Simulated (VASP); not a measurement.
# NaB2 (P6_3/mmc) in VASP: density of states with PBE

Aim: the density of states of NaB2 with PBE.

Everything below comes from runs of VASP 6.6.1. Logs are shortened: lines on timing, memory, paths and dates and some standing lists are left out, and cuts for length are marked.

**1. The cell of the first run**

It takes space group P6_3/mmc (No. 194, hexagonal). The conventional cell has a = 2.664 Å, b = 2.664 Å, c = 12.080 Å, α = 90.00°, β = 90.00°, γ = 120.00°. Within 3.5 Å of Na (site symmetry -3m) lie 6 Na at 2.66 Å and 6 B at 2.69 Å. Within 2.2 Å of B (site symmetry 3m) lie 1 B at 1.63 Å.

**2. Density of states, PBE**

POSCAR

```
NaB2
1.0
    2.6640286372      0.0000000000      0.0000000000
   -1.3320143186      2.3071164762      0.0000000000
    0.0000000000      0.0000000000     12.0803066511
Na B
2 4
Direct
    0.0000000000      0.0000000000      0.5000000000
    0.0000000000      0.0000000000      0.0000000000
    0.6666666667      0.3333333333      0.3176464195
    0.3333333333      0.6666666667      0.6823535805
    0.3333333333      0.6666666667      0.8176464195
    0.6666666667      0.3333333333      0.1823535805
```

INCAR.step1

```
PREC = Accurate
ENCUT = 520
EDIFF = 1E-7
ISMEAR = 0
SIGMA = 0.1
LREAL = False
LASPH = True
NELM = 100
ALGO = Normal
ISIF = 2
LWAVE = False
LCHARG = True
GGA = PE
NBANDS = 22
```

KPOINTS.step1

```
regular mesh
0
Gamma
  18 18 4
```

INCAR.step2

```
PREC = Accurate
ENCUT = 520
EDIFF = 1E-7
ISMEAR = -5
SIGMA = 0.1
LREAL = False
LASPH = True
NELM = 100
ALGO = Normal
ISIF = 2
LWAVE = False
LCHARG = False
GGA = PE
LORBIT = 10
NBANDS = 22
NEDOS = 2001
ICHARG = 11
```

KPOINTS.step2

```
regular mesh
0
Gamma
  27 27 6
```

Potentials or basis: VASP PAW PBE potentials, release 64 (Na_pv, B).

The run is started by

```bash
$ cat potpaw_PBE.64/Na_pv/POTCAR potpaw_PBE.64/B/POTCAR > POTCAR
$ cp INCAR.step1 INCAR
$ cp KPOINTS.step1 KPOINTS
$ mpirun -np 1 vasp_std > vasp.out
$ cp INCAR.step2 INCAR
$ cp KPOINTS.step2 KPOINTS
$ mpirun -np 1 vasp_std > vasp.out
```

OUTCAR:

```text
PREC = Accurate
   ENCUT = 520
   EDIFF = 1E-7
   ISMEAR = -5
   LREAL = False
   LASPH = True
   NELM = 100
   ISIF = 2
   GGA = PE
   LORBIT = 10
   ICHARG = 11

 ion  position               nearest neighbor table
   1  0.000  0.000  0.500-
   2  0.000  0.000  0.000-
   3  0.667  0.333  0.318-   6 1.63
   4  0.333  0.667  0.682-   5 1.63
   5  0.333  0.667  0.818-   4 1.63
   6  0.667  0.333  0.182-   3 1.63

  LATTYP: Found a hexagonal cell.
 ALAT       =     2.6640286372
 C/A-ratio  =     4.5346008982

  Lattice vectors:

 A1 = (   2.6640286372,   0.0000000000,   0.0000000000)
 A2 = (  -1.3320143186,   2.3071164762,   0.0000000000)
 A3 = (   0.0000000000,   0.0000000000,  12.0803066511)

Analysis of symmetry for initial positions (statically):
=====================================================================
 Subroutine PRICEL returns:
 Original cell was already a primitive cell.

 Routine SETGRP: Setting up the symmetry group for a
 hexagonal supercell.

 Subroutine GETGRP returns: Found 24 space group operations
 (whereof 12 operations were pure point group operations)
 out of a pool of 24 trial point group operations.

The static configuration has the point symmetry D_3d.
 The point group associated with its full space group is D_6h.

Analysis of symmetry for dynamics (positions and initial velocities):
=====================================================================
 Subroutine PRICEL returns:
 Original cell was already a primitive cell.

 Routine SETGRP: Setting up the symmetry group for a
 hexagonal supercell.

 Subroutine GETGRP returns: Found 24 space group operations
 (whereof 12 operations were pure point group operations)
 out of a pool of 24 trial point group operations.

The dynamic configuration has the point symmetry D_3d.
 The point group associated with its full space group is D_6h.

 Subroutine INISYM returns: Found 24 space group operations
 (whereof 12 operations are pure point group operations),
 and found     1 'primitive' translations

----------------------------------------------------------------------------------------

                                     Primitive cell

  volume of cell :      74.2483

  direct lattice vectors                    reciprocal lattice vectors
[... 107 lines left out ...]
   PSTRESS=    0.0 pullay stress
   NELECT =      26.0000    total number of electrons
   NUPDOWN=      -1.0000    fix difference up-down
   EMIN   =  10.00;   EMAX   =-10.00  energy-range for DOS
   EFERMI =   0.00;   METHOD = LEGACY
   ISMEAR =    -5;   SIGMA  =   0.10  broadening in eV -4-tet -1-fermi 0-gaus
   EFERMI_NEDOS =   21; number of points for ismear=-14 and -15
   IALGO  =     38    algorithm
   IMIX   =      4    mixing-type and parameters
     AMIX     =   0.40;   BMIX     =  1.00
     AMIX_MAG =   1.60;   BMIX_MAG =  1.00
  volume/ion in A,a.u.               =      12.37        83.51
  Fermi-wavevector in a.u.,A,eV,Ry     =   1.153906  2.180566 18.116149  1.331499
  Thomas-Fermi vector in A             =   2.290547
   LORBIT       =     10    0 simple, 1 ext, 2 COOP (PROOUT), +10 PAW based schemes
   GGA     = PE    functional components
   LHFCALC =     F    Hartree Fock is set to
   AEXX    =    0.0000 exact exchange contribution
   IVDW    =     0    specifies the selected vdW correction
   LEPSILON=     F    determine dielectric tensor
   LRPA    =     F    only Hartree local field effects (RPA)
 non-spin polarized calculation
 Fermi weights with tetrahedron method with Bloechl corrections
  energy-cutoff  :      520.00
  volume of cell :       74.25
 maximum number of plane-waves:      2052
 NGX is ok and might be reduce to    20

 number of electron      26.0000000 magnetization

 Free energy of the ion-electron system (eV)
  ---------------------------------------------------
  ext. energy  EPLUGINS =         0.00000000
  ---------------------------------------------------
  free energy    TOTEN  =       -19.95193125 eV

  energy without entropy =      -19.95193125  energy(sigma->0) =      -19.95193125

 E-fermi :   3.2740     XC(G=0):  -9.9026

 val. band max:        3.2923545746   @ k =   0.4444   0.0370   0.1667
 cond. band min:       3.2642523965   @ k =   0.4444   0.0741   0.1667
 fundamental gap:     -0.0281021781
 Fermi energy:         3.2740003244

 k-point     1 :       0.0000    0.0000    0.0000
  band No.  band energies     occupation
      1     -21.0464      2.00000
      2     -21.0459      2.00000
      3     -20.9332      2.00000
      4     -20.9332      2.00000
      5     -20.9331      2.00000
      6     -20.9331      2.00000
[... 589 lines left out ...]
     21      10.7485      0.00000
     22      10.7648      0.00000

 [... further k-points ...]

------------------------ aborting loop because EDIFF is reached ----------------------------------------

  FORCE on cell =-STRESS in cart. coord.  units (eV):
  Direction    XX          YY          ZZ          XY          YZ          ZX
  --------------------------------------------------------------------------------------
  -------------------------------------------------------------------------------------
  Total        0.1320468      0.1320468     -0.1030877      0.0000000     -0.0000000      0.0000000
  in kB        2.8493922      2.8493922     -2.2244929      0.0000000     -0.0000000      0.0000000
  external PRESSURE =       1.1580972 kB  Pullay stress =       0.0000000 kB

 VOLUME and BASIS-vectors are now :
 -----------------------------------------------------------------------------
  energy-cutoff  :      520.00
  volume of cell :       74.25
      direct lattice vectors                 reciprocal lattice vectors
     2.664028637  0.000000000  0.000000000     0.375371340  0.216720744  0.000000000
    -1.332014319  2.307116476  0.000000000     0.000000000  0.433441489  0.000000000
     0.000000000  0.000000000 12.080306651     0.000000000  0.000000000  0.082779356

 POSITION                                       TOTAL-FORCE (eV/Angst)
 -----------------------------------------------------------------------------------
      0.00000      0.00000      6.04015        -0.000000      0.000000      0.000000
      0.00000      0.00000      0.00000        -0.000000      0.000000      0.000000
      1.33201      0.76904      3.83727         0.000000      0.000000     -0.062065
     -0.00000      1.53808      8.24304        -0.000000     -0.000000      0.062065
     -0.00000      1.53808      9.87742        -0.000000      0.000000     -0.062065
      1.33201      0.76904      2.20289         0.000000      0.000000      0.062065
 -----------------------------------------------------------------------------------
    total drift:                               -0.000000      0.000000     -0.000000

  FREE ENERGIE OF THE ION-ELECTRON SYSTEM (eV)
  ---------------------------------------------------
  free  energy   TOTEN  =       -19.9519312506 eV

  energy  without entropy=      -19.9519312506  energy(sigma->0) =      -19.95193125

 total charge

# of ion       s       p       d       tot
------------------------------------------
    1        0.111   6.030   0.000   6.141
    2        0.111   6.030   0.000   6.141
    3        0.773   0.850   0.000   1.623
    4        0.773   0.850   0.000   1.623
    5        0.773   0.850   0.000   1.623
    6        0.773   0.850   0.000   1.623
--------------------------------------------------
tot          3.316  15.459   0.000  18.775
```

Wall time 5.2 min (1 thread of Intel Xeon Platinum 8488C (Sapphire Rapids), shared host); peak memory 0.45 GiB.

Results:

| Quantity | Value |
| --- | --- |
| Valence electrons inside the program's atomic spheres | Na 6.14; B 1.62 |

Levels at points of the mesh, in eV from the Fermi level:
```csv
k point,band 9,band 10,band 11,band 12,band 13,band 14,band 15,band 16,band 17,band 18
"(0.00, 0.00, 0.00)",-7.14,-6.32,-4.34,-2.77,1.56,3.92,5.81,5.81,5.83,5.83
"(0.00, 0.00, 0.50)",-6.80,-6.80,-3.54,-3.54,2.63,2.63,5.82,5.82,5.82,5.82
```

Caveat: tetrahedron occupations give inexact forces and stress in metals.
